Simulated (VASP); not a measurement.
Wanted: the native input for a VASP 6.6.1 run.

- Task: single point
- Functional: PBE exchange alone
- Potentials or basis: VASP PAW PBE potentials, release 64 (Ti_sv, O)
- Cutoff: 520 eV
- k mesh: 8 × 8 × 4
- Occupations: fermi-dirac, width 0.05 eV
- Spin: no spin polarisation
- Dipole correction: no
- Further INCAR settings: ALGO = Normal; EDIFF = 1e-07; NBANDS = 60

The structure of TiO2 lies in POSCAR:

```
TiO2
1.0
    6.1122767729     -1.8708273909      0.0000000000
    6.1122767729      1.8708273909      0.0000000000
   -1.9153839319      0.0000000000      6.2864893037
Ti O
4 8
Direct
    0.9000710000      0.9000710000      0.2896020000
    0.1952860000      0.1952860000      0.2837620000
    0.0999290000      0.0999290000      0.7103980000
    0.8047140000      0.8047140000      0.7162380000
    0.3619310000      0.3619310000      0.2933970000
    0.2634885000      0.2634885000      0.6525000000
    0.8671885000      0.8671885000      0.9952910000
    0.7365115000      0.7365115000      0.3475000000
    0.9416475000      0.9416475000      0.6300210000
    0.1328115000      0.1328115000      0.0047090000
    0.6380690000      0.6380690000      0.7066030000
    0.0583525000      0.0583525000      0.3699790000
```

The input as run:

INCAR

```
AGGAC    = 0.0          
ALDAC    = 0.0          
ALGO     = Normal         # electronic algorithm
EDIFF    = 1E-7           # SCF threshold, eV
ENCUT    = 520            # plane-wave cutoff, eV
GGA      = PE             # functional
ISIF     = 2              # what is computed and relaxed
ISMEAR   = -1             # smearing method
LASPH    = True           # aspherical terms in the spheres
LCHARG   = True           # write CHGCAR
LELF     = True           # ELF
LREAL    = False          # projectors in reciprocal space
LVHAR    = True         
LWAVE    = False          # write WAVECAR
NBANDS   = 60             # bands
NELM     = 80             # most SCF steps
PREC     = Accurate       # precision mode
SIGMA    = 0.05           # smearing width, eV
```

KPOINTS

```
k-points
0
Gamma
  8 8 4
```

Potentials or basis: VASP PAW PBE potentials, release 64 (Ti_sv, O).

The run is started by

```console
$ cat potpaw_PBE.64/Ti_sv/POTCAR potpaw_PBE.64/O/POTCAR > POTCAR
$ mpirun -np 1 vasp_std > vasp.out
```

Results of the run:

```json
{
  "Pressure": "19.7 GPa",
  "Largest force": "0.360 eV/Å",
  "Band gap on the k mesh": "2.83 eV (least direct gap 3.01 eV)"
}
```

Caveat: the cell stands under pressure.

It took 25 min on 1 thread of Intel(R) Xeon(R) Platinum 8488C (Sapphire Rapids) (shared host), peak memory 0.64 GiB.
